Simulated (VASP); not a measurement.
# Cr (Im-3m) in VASP: further runs

Cr is run at these levels: PBEsol+D4, revPBE+D4, LDA; tasks: single point, relaxation of cell and atoms.

Program: VASP 6.6.1. These are calculated values, not measurements. Logs are shortened: lines on timing, memory, paths and dates and some standing lists are left out, and cuts for length are marked.

**1. The cell of the first run**

It takes space group Im-3m (No. 229, cubic). Conventional cell: a = 2.801 Å, b = 2.801 Å, c = 2.801 Å, α = 90.00°, β = 90.00°, γ = 90.00°. Within 3.2 Å of Cr (site symmetry m-3m) lie 14 Cr at 2.43 to 2.80 Å.

**2. Single point, PBEsol+D4, collinear spin, ferromagnetic start**

Input file INCAR:

```
PREC = Accurate
ENCUT = 520
EDIFF = 1E-7
ISMEAR = -1
SIGMA = 0.05
LREAL = F
LASPH = T
NELM = 150
ALGO = Normal
ISIF = 2
LWAVE = F
LCHARG = T
ISPIN = 2
MAGMOM = 3
LORBIT = 11
LMAXMIX = 4
GGA = PS
IVDW = 13
LELF = T
LVHAR = T
NBANDS = 16
```

Input file KPOINTS:

```
Automatic mesh
0
Gamma
  12 12 12
```

Input file POSCAR:

```
Cr
1.0
   -1.4005228313      1.4005228313      1.4005228313
    1.4005228313     -1.4005228313      1.4005228313
    1.4005228313      1.4005228313     -1.4005228313
Cr
1
Direct
    0.0000000000      0.0000000000      0.0000000000
```

Potentials or basis: VASP PAW PBE potentials, release 64 (Cr_pv).

The run is started by

```bash
$ cat potpaw_PBE.64/Cr_pv/POTCAR > POTCAR
$ mpirun -np 1 vasp_std > vasp.out
```

OUTCAR:

```text
PREC = Accurate
   ENCUT = 520
   EDIFF = 1E-7
   ISMEAR = -1
   LREAL = F
   LASPH = T
   NELM = 150
   ISIF = 2
   ISPIN = 2
   LORBIT = 11
   GGA = PS
   IVDW = 13

 ion  position               nearest neighbor table
   1  0.000  0.000  0.000-

  LATTYP: Found a body centered cubic cell.
 ALAT       =     2.8010456626

  Lattice vectors:

 A1 = (  -1.4005228313,   1.4005228313,   1.4005228313)
 A2 = (   1.4005228313,  -1.4005228313,   1.4005228313)
 A3 = (   1.4005228313,   1.4005228313,  -1.4005228313)

Analysis of symmetry for initial positions (statically):
=====================================================================
 Subroutine PRICEL returns:
 Original cell was already a primitive cell.

 Routine SETGRP: Setting up the symmetry group for a
 body centered cubic supercell.

 Subroutine GETGRP returns: Found 48 space group operations
 (whereof 48 operations were pure point group operations)
 out of a pool of 48 trial point group operations.

The static configuration has the point symmetry O_h .

Analysis of symmetry for dynamics (positions and initial velocities):
=====================================================================
 Subroutine PRICEL returns:
 Original cell was already a primitive cell.

 Routine SETGRP: Setting up the symmetry group for a
 body centered cubic supercell.

 Subroutine GETGRP returns: Found 48 space group operations
 (whereof 48 operations were pure point group operations)
 out of a pool of 48 trial point group operations.

The dynamic configuration has the point symmetry O_h .

Analysis of structural, dynamic, and magnetic symmetry:
=====================================================================
 Subroutine PRICEL returns:
 Original cell was already a primitive cell.

 Routine SETGRP: Setting up the symmetry group for a
 body centered cubic supercell.

 Subroutine GETGRP returns: Found 48 space group operations
 (whereof 48 operations were pure point group operations)
 out of a pool of 48 trial point group operations.

The overall configuration has the point symmetry O_h .

 Subroutine INISYM returns: Found 48 space group operations
 (whereof 48 operations are pure point group operations),
 and found     1 'primitive' translations

----------------------------------------------------------------------------------------

                                     Primitive cell

  volume of cell :      10.9883

  direct lattice vectors                    reciprocal lattice vectors
    -1.400522831  1.400522831  1.400522831     0.000000000  0.357009532  0.357009532
     1.400522831 -1.400522831  1.400522831     0.357009532  0.000000000  0.357009532
     1.400522831  1.400522831 -1.400522831     0.357009532  0.357009532  0.000000000

  length of vectors
     2.425776701  2.425776701  2.425776701     0.504887721  0.504887721  0.504887721

  position of ions in fractional coordinates (direct lattice)
     0.000000000  0.000000000  0.000000000

  ion indices of the primitive-cell ions
   primitive index   ion index
                 1           1

----------------------------------------------------------------------------------------

 KPOINTS: Automatic mesh

Automatic generation of k-mesh.
 Grid dimensions read from file:
 generate k-points for:   12   12   12

 Generating k-lattice:

  Cartesian coordinates                     Fractional coordinates (reciprocal lattice)
     0.000000000  0.029750794  0.029750794     0.083333333  0.000000000  0.000000000
     0.029750794  0.000000000  0.029750794     0.000000000  0.083333333  0.000000000
     0.029750794  0.029750794  0.000000000     0.000000000  0.000000000  0.083333333

  Length of vectors
     0.042073977  0.042073977  0.042073977

  Shift w.r.t. Gamma in fractional coordinates (k-lattice)
     0.000000000  0.000000000  0.000000000

 Subroutine IBZKPT returns following result:
 ===========================================

 Found     72 irreducible k-points:

 Following reciprocal coordinates:
            Coordinates               Weight
  0.000000  0.000000  0.000000      1.000000
  0.083333  0.000000  0.000000     12.000000
  0.166667  0.000000  0.000000     12.000000
  0.250000  0.000000  0.000000     12.000000
  0.333333  0.000000  0.000000     12.000000
  0.416667  0.000000  0.000000     12.000000
[... 16 lines left out ...]
  0.333333  0.083333  0.083333     24.000000
  0.416667  0.083333  0.083333     12.000000
 [... further k-points ...]
   k-points           NKPTS =     72   k-points in BZ     NKDIM =     72   number of bands    NBANDS=     16
   number of dos      NEDOS =    301   number of ions     NIONS =      1
   total plane-waves  NPLWV =   5832
   dimension x,y,z NGX =    18 NGY =   18 NGZ =   18
   dimension x,y,z NGXF=    36 NGYF=   36 NGZF=   36
   ions per type =               1
   NGX,Y,Z   is equivalent  to a cutoff of  12.34, 12.34, 12.34 a.u.
   NGXF,Y,Z  is equivalent  to a cutoff of  24.67, 24.67, 24.67 a.u.
 SYSTEM =  unknown system
[... 37 lines left out ...]
   IVDW    =    13    specifies the selected vdW correction
   LEPSILON=     F    determine dielectric tensor
   LRPA    =     F    only Hartree local field effects (RPA)
 spin polarized calculation
  energy-cutoff  :      520.00
  volume of cell :       10.99
 maximum number of plane-waves:       321
   NGX =  9   NGY =  9   NGZ =  9

 number of electron      12.0000013 magnetization       0.0000236

 number of electron      12.0000013 magnetization      -0.0000116

 Free energy of the ion-electron system (eV)
  ---------------------------------------------------
  ext. energy  EPLUGINS =         0.00000000
  ---------------------------------------------------
  free energy    TOTEN  =       -10.24769314 eV

  energy without entropy =      -10.24414265  energy(sigma->0) =      -10.24591789

 E-fermi :  11.5450     XC(G=0): -14.1267

 val. band max:       11.4471780623   @ k =   0.1667   0.0000   0.0000
 cond. band min:      11.6033908226   @ k =  -0.1667   0.2500   0.0833
 fundamental gap:      0.1562127602
 Fermi energy:        11.5449616902

 spin component 1

 k-point     1 :       0.0000    0.0000    0.0000
  band No.  band energies     occupation
      1     -30.9331      1.00000
      2     -30.9331      1.00000
      3     -30.9331      1.00000
      4       3.4912      1.00000
      5      10.5942      1.00000
      6      10.5943      1.00000
[... 8 lines left out ...]
     15      42.2350      0.00000
     16      47.2422      0.00000

 k-point     2 :       0.0833    0.0000    0.0000
  band No.  band energies     occupation
      1     -31.0096      1.00000
      2     -30.9562      1.00000
      3     -30.9337      1.00000
      4       3.8089      1.00000
      5      10.4676      1.00000
      6      10.5691      1.00000
[... 8 lines left out ...]
     15      42.8337      0.00000
     16      44.6138      0.00000
[... 387 lines left out ...]
      5       8.9320      1.00000
      6      10.8764      1.00000
[... 8 lines left out ...]
     15      44.2167      0.00000
     16      45.5135      0.00000

 k-point    24 :       0.4167    0.0833    0.0833
  band No.  band energies     occupation
      1     -31.9454      1.00000
      2     -31.3220      1.00000
      3     -31.0118      1.00000
      4       7.3501      1.00000
      5       8.8498      1.00000
      6      11.4345      0.90102
[... 8 lines left out ...]
     15      44.5843      0.00000
     16      44.7096      0.00000

 [... further k-points ...]

 spin component 2

 k-point     1 :       0.0000    0.0000    0.0000
  band No.  band energies     occupation
      1     -30.9331      1.00000
      2     -30.9331      1.00000
      3     -30.9331      1.00000
      4       3.4911      1.00000
      5      10.5942      1.00000
      6      10.5942      1.00000
[... 8 lines left out ...]
     15      42.2350      0.00000
     16      47.2422      0.00000

 k-point     2 :       0.0833    0.0000    0.0000
  band No.  band energies     occupation
      1     -31.0096      1.00000
      2     -30.9562      1.00000
      3     -30.9337      1.00000
      4       3.8089      1.00000
      5      10.4676      1.00000
      6      10.5691      1.00000
[... 8 lines left out ...]
     15      42.8337      0.00000
     16      44.6138      0.00000
[... 387 lines left out ...]
      5       8.9320      1.00000
      6      10.8764      1.00000
[... 8 lines left out ...]
     15      44.2167      0.00000
     16      45.5135      0.00000

 k-point    24 :       0.4167    0.0833    0.0833
  band No.  band energies     occupation
      1     -31.9454      1.00000
      2     -31.3220      1.00000
      3     -31.0118      1.00000
      4       7.3501      1.00000
      5       8.8498      1.00000
      6      11.4345      0.90105
[... 8 lines left out ...]
     15      44.5843      0.00000
     16      44.7096      0.00000

 [... further k-points ...]

------------------------ aborting loop because EDIFF is reached ----------------------------------------

  DFT-D4 for vdW energy calculation

  Edisp (eV):   -0.27091

  FORCE on cell =-STRESS in cart. coord.  units (eV):
  Direction    XX          YY          ZZ          XY          YZ          ZX
  --------------------------------------------------------------------------------------
  -------------------------------------------------------------------------------------
  Total      -0.03302    -0.03302    -0.03302     0.00000     0.00000     0.00000
  in kB      -4.81483    -4.81483    -4.81483     0.00000     0.00000     0.00000
  external pressure =       -4.81 kB  Pullay stress =        0.00 kB

 VOLUME and BASIS-vectors are now :
 -----------------------------------------------------------------------------
  energy-cutoff  :      520.00
  volume of cell :       10.99
      direct lattice vectors                 reciprocal lattice vectors
    -1.400522831  1.400522831  1.400522831     0.000000000  0.357009532  0.357009532
     1.400522831 -1.400522831  1.400522831     0.357009532  0.000000000  0.357009532
     1.400522831  1.400522831 -1.400522831     0.357009532  0.357009532  0.000000000

 POSITION                                       TOTAL-FORCE (eV/Angst)
 -----------------------------------------------------------------------------------
      0.00000      0.00000      0.00000        -0.000000      0.000000      0.000000
 -----------------------------------------------------------------------------------
    total drift:                                0.000000     -0.000000      0.000000

  FREE ENERGIE OF THE ION-ELECTRON SYSTEM (eV)
  ---------------------------------------------------
  free  energy   TOTEN  =       -10.5186051441 eV

  energy  without entropy=      -10.5150546510  energy(sigma->0) =      -10.51682990

 total charge

# of ion       s       p       d       tot
------------------------------------------
    1        0.448   6.436   4.286  11.171

 magnetization (x)

# of ion       s       p       d       tot
------------------------------------------
    1        0.000  -0.000  -0.000  -0.000
```

It took 42 s on 1 thread of AMD EPYC 7R13, shared host; peak memory 0.11 GiB.

What came out:

- Free energy: -10.5186 eV
- Pressure: -0.5 GPa
- Band gap on the k mesh: zero (filled and empty bands overlap)
- Net moment: 0.00 μB per cell
- Valence electrons inside the program's atomic spheres: Cr 11.17
- Dispersion energy per atom: -0.271 eV

Levels at points of the mesh, in eV from the Fermi level:
Spin up:
| k point | band 3 | band 4 | band 5 | band 6 | band 7 | band 8 | band 9 | band 10 |
| --- | --- | --- | --- | --- | --- | --- | --- | --- |
| (0.00, 0.00, 0.00) | -42.48 | -8.05 | -0.95 | -0.95 | -0.95 | 1.21 | 1.21 | 7.16 |
| (0.50, 0.00, 0.00) | -42.49 | -4.70 | -2.62 | 1.24 | 1.25 | 1.59 | 3.10 | 7.16 |
| (0.50, 0.50, 0.50) | -43.22 | -4.65 | -4.65 | 2.68 | 2.68 | 2.68 | 7.16 | 11.04 |
Spin down:
```
           k point  band 4  band 5  band 6  band 7  band 8  band 9
(0.00, 0.00, 0.00)   -8.05   -0.95   -0.95   -0.95    1.21    1.21
(0.50, 0.00, 0.00)   -4.70   -2.62    1.24    1.25    1.59    3.10
(0.50, 0.50, 0.50)   -4.65   -4.65    2.68    2.68    2.68    7.16
```

Caveat: the starting moments collapsed, and a magnetic state may lie lower; the PAW data sets were made with another functional, which shifts forces and pressure a little; pairwise dispersion overbinds metals, which lowers pressure and volume.

**3. Single point, revPBE+D4, collinear spin, ferromagnetic start**

This run uses another cell than the first one, of 11.24 Å³/atom, 1.022 times its volume.

Input file INCAR:

```
SYSTEM = Cr
PREC = Accurate
ENCUT = 520
EDIFF = 1E-6
ISMEAR = -1
SIGMA = 0.05
LREAL = .FALSE.
LASPH = .TRUE.
NELM = 150
ALGO = Normal
ISIF = 2
LWAVE = .FALSE.
LCHARG = .FALSE.
ISPIN = 2
MAGMOM = 3
LORBIT = 11
LMAXMIX = 4
GGA = RE
IVDW = 13
NBANDS = 16
```

Input file KPOINTS:

```
regular mesh
0
G
  12 12 12
  0 0 0
```

Input file POSCAR:

```
Cr
1.0
   -1.4109321925      1.4109321925      1.4109321925
    1.4109321925     -1.4109321925      1.4109321925
    1.4109321925      1.4109321925     -1.4109321925
Cr
1
Direct
    0.0000000000      0.0000000000      0.0000000000
```

Potentials or basis: VASP PAW PBE potentials, release 64 (Cr_pv).

The run is started by

```bash
$ cat potpaw_PBE.64/Cr_pv/POTCAR > POTCAR
$ mpirun -np 1 vasp_std > vasp.out
```

Run time: 39 s. Hardware: 1 thread of AMD EPYC 7R13, shared host; peak memory 0.11 GiB.

Results (log left out):

```yaml
Free_energy: -9.8656 eV
Pressure: -0.3 GPa
Band_gap_on_the_k_mesh: zero (filled and empty bands overlap)
Net_moment: 0.00 μB per cell
Valence_electrons_inside_the_program's_atomic_spheres: Cr 11.13
Dispersion_energy_per_atom: -0.773 eV
```

Levels at points of the mesh, in eV from the Fermi level:
Spin up:
| k point | band 2 | band 3 | band 4 | band 5 | band 6 | band 7 | band 8 | band 9 | band 10 | band 11 |
| --- | --- | --- | --- | --- | --- | --- | --- | --- | --- | --- |
| (0.00, 0.00, 0.00) | -42.71 | -42.71 | -7.96 | -0.92 | -0.92 | -0.92 | 1.22 | 1.22 | 7.20 | 22.51 |
| (0.50, 0.00, 0.00) | -43.02 | -42.72 | -4.56 | -2.53 | 1.18 | 1.22 | 1.58 | 2.97 | 7.19 | 10.28 |
| (0.50, 0.50, 0.50) | -43.39 | -43.39 | -4.47 | -4.47 | 2.56 | 2.56 | 2.56 | 7.19 | 10.88 | 10.88 |
Spin down:
```tsv
k point	band 2	band 3	band 4	band 5	band 6	band 7	band 8	band 9	band 10	band 11
(0.00, 0.00, 0.00)	-42.71	-42.71	-7.96	-0.92	-0.92	-0.92	1.22	1.22	7.20	22.51
(0.50, 0.00, 0.00)	-43.02	-42.72	-4.56	-2.53	1.18	1.22	1.58	2.97	7.19	10.28
(0.50, 0.50, 0.50)	-43.39	-43.39	-4.47	-4.47	2.56	2.56	2.56	7.19	10.88	10.88
```

Caveat: the starting moments collapsed, and a magnetic state may lie lower; the PAW data sets were made with another functional, which shifts forces and pressure a little; pairwise dispersion overbinds metals, which lowers pressure and volume.

**4. Single point, LDA, collinear spin, ferromagnetic start**

This run uses another cell than the first one, of 13.08 Å³/atom, 1.191 times its volume.

Input file INCAR:

```
PREC = Accurate
ENCUT = 520
EDIFF = 1E-6
ISMEAR = 0
SIGMA = 0.1
LREAL = F
LASPH = T
NELM = 150
ALGO = Normal
ISIF = 2
LWAVE = F
LCHARG = F
ISPIN = 2
MAGMOM = 3
LORBIT = 11
LMAXMIX = 4
NBANDS = 16
```

Input file KPOINTS:

```
Automatic mesh
0
Gamma
  12 12 12
```

Input file POSCAR:

```
Cr
1.0
   -1.4844496776      1.4844496776      1.4844496776
    1.4844496776     -1.4844496776      1.4844496776
    1.4844496776      1.4844496776     -1.4844496776
Cr
1
Direct
    0.0000000000      0.0000000000      0.0000000000
```

Potentials or basis: VASP PAW LDA potentials, release 64 (Cr_pv).

The run is started by

```bash
$ cat potpaw_LDA.64/Cr_pv/POTCAR > POTCAR
$ mpirun -np 1 vasp_std > vasp.out
```

Wall time 45 s (1 thread of AMD EPYC 7R13, shared host); peak memory 0.11 GiB.

It converged, with:

| Item | Value |
| --- | --- |
| Free energy | -10.3191 eV |
| Pressure | -38.1 GPa |
| Band gap on the k mesh | zero (filled and empty bands overlap) |
| Net moment | 0.00 μB per cell |
| Valence electrons inside the program's atomic spheres | Cr 10.83 |

Levels at points of the mesh, in eV from the Fermi level:
Spin up:
| k point | band 2 | band 3 | band 4 | band 5 | band 6 | band 7 | band 8 | band 9 | band 10 | band 11 |
| --- | --- | --- | --- | --- | --- | --- | --- | --- | --- | --- |
| (0.00, 0.00, 0.00) | -42.44 | -42.44 | -7.30 | -0.73 | -0.73 | -0.73 | 0.95 | 0.95 | 5.33 | 21.41 |
| (0.50, 0.00, 0.00) | -42.64 | -42.44 | -3.82 | -2.03 | 0.95 | 0.97 | 1.22 | 2.44 | 5.32 | 8.58 |
| (0.50, 0.50, 0.50) | -42.88 | -42.88 | -3.61 | -3.61 | 2.11 | 2.11 | 2.11 | 5.32 | 9.58 | 9.58 |
Spin down:
```csv
k point,band 2,band 3,band 4,band 5,band 6,band 7,band 8,band 9,band 10,band 11
"(0.00, 0.00, 0.00)",-42.44,-42.44,-7.30,-0.73,-0.73,-0.73,0.95,0.95,5.33,21.41
"(0.50, 0.00, 0.00)",-42.64,-42.44,-3.82,-2.03,0.95,0.97,1.22,2.44,5.32,8.58
"(0.50, 0.50, 0.50)",-42.88,-42.88,-3.61,-3.61,2.11,2.11,2.11,5.32,9.58,9.58
```

Caveat: the starting moments collapsed, and a magnetic state may lie lower.

**5. Relaxation of cell and atoms, revPBE+D4, collinear spin, ferromagnetic start**

This run uses another cell than the first one, of 13.08 Å³/atom, 1.191 times its volume.

Input file INCAR:

```
SYSTEM = Cr
  PREC = Accurate
  ENCUT = 600
  EDIFF = 1E-6
  ISMEAR = -1
  SIGMA = 0.05
  LREAL = .False.
  LASPH = .True.
  NELM = 150
  ALGO = Normal
  ISIF = 3
  LWAVE = .False.
  LCHARG = .False.
  ISPIN = 2
  MAGMOM = 3
  LORBIT = 11
  LMAXMIX = 4
  GGA = RE
  IVDW = 13
  IBRION = 2
  NSW = 80
  EDIFFG = -0.01
```

Input file KPOINTS:

```
regular mesh
0
Gamma
  12 12 12
  0 0 0
```

POSCAR is that of step 4.

Potentials or basis: VASP PAW PBE potentials, release 64 (Cr_pv).

The run is started by

```bash
$ cat potpaw_PBE.64/Cr_pv/POTCAR > POTCAR
$ mpirun -np 1 vasp_std > vasp.out
```

It took 3.8 min on 1 thread of AMD EPYC 7R13, shared host; peak memory 0.14 GiB.

It converged, with:

- Free energy: -9.8673 eV
- Relaxed volume: 11.22 Å³/atom
- Relaxed cell: a = 2.442 Å, b = 2.442 Å, c = 2.442 Å, α = 109.47°, β = 109.47°, γ = 109.47°
- Space group after relaxing (to 0.05 Å): Im-3m (No. 229)
- Energy gained by relaxing: 200.5 meV/atom
- Ionic steps: 7
- Pressure after relaxing: 0.1 GPa
- Band gap on the k mesh: zero (filled and empty bands overlap)
- Net moment: 0.00 μB per cell
- Valence electrons inside the program's atomic spheres: Cr 11.13
- Dispersion energy per atom: -0.775 eV

Step by step:
```
step  energy change (eV)  largest force (eV/Å)  pressure (GPa)  volume (Å³)
   1              0.0000                0.0000          -29.94        13.08
   2              0.3640                0.0000           98.27         8.98
   3             -0.1996                0.0000           -2.60        11.33
   4             -0.2005                0.0000           -0.62        11.24
   5             -0.2005                0.0000            0.22        11.21
   6             -0.2005                0.0000           -0.31        11.23
   7             -0.2005                0.0000            0.06        11.22
```

Final structure:
```
Cr
1.0
    -1.41012    1.41012    1.41012
     1.41012   -1.41012    1.41012
     1.41012    1.41012   -1.41012
Cr
1
Direct
  0.00000 0.00000 0.00000
```

Levels at points of the mesh, in eV from the Fermi level:
Spin up:
```
           k point  band 4  band 5  band 6  band 7  band 8  band 9
(0.00, 0.00, 0.00)   -7.96   -0.93   -0.93   -0.93    1.22    1.22
(0.50, 0.00, 0.00)   -4.57   -2.54    1.18    1.22    1.58    2.98
(0.50, 0.50, 0.50)   -4.48   -4.48    2.57    2.57    2.57    7.19
```
Spin down:
| k point | band 2 | band 3 | band 4 | band 5 | band 6 | band 7 | band 8 | band 9 | band 10 | band 11 |
| --- | --- | --- | --- | --- | --- | --- | --- | --- | --- | --- |
| (0.00, 0.00, 0.00) | -42.71 | -42.71 | -7.96 | -0.93 | -0.93 | -0.93 | 1.22 | 1.22 | 7.20 | 22.52 |
| (0.50, 0.00, 0.00) | -43.02 | -42.72 | -4.57 | -2.54 | 1.18 | 1.22 | 1.58 | 2.98 | 7.19 | 10.30 |
| (0.50, 0.50, 0.50) | -43.39 | -43.39 | -4.48 | -4.48 | 2.57 | 2.57 | 2.57 | 7.19 | 10.89 | 10.89 |

Caveat: the starting moments collapsed, and a magnetic state may lie lower; the PAW data sets were made with another functional, which shifts forces and pressure a little; pairwise dispersion overbinds metals, which lowers pressure and volume.
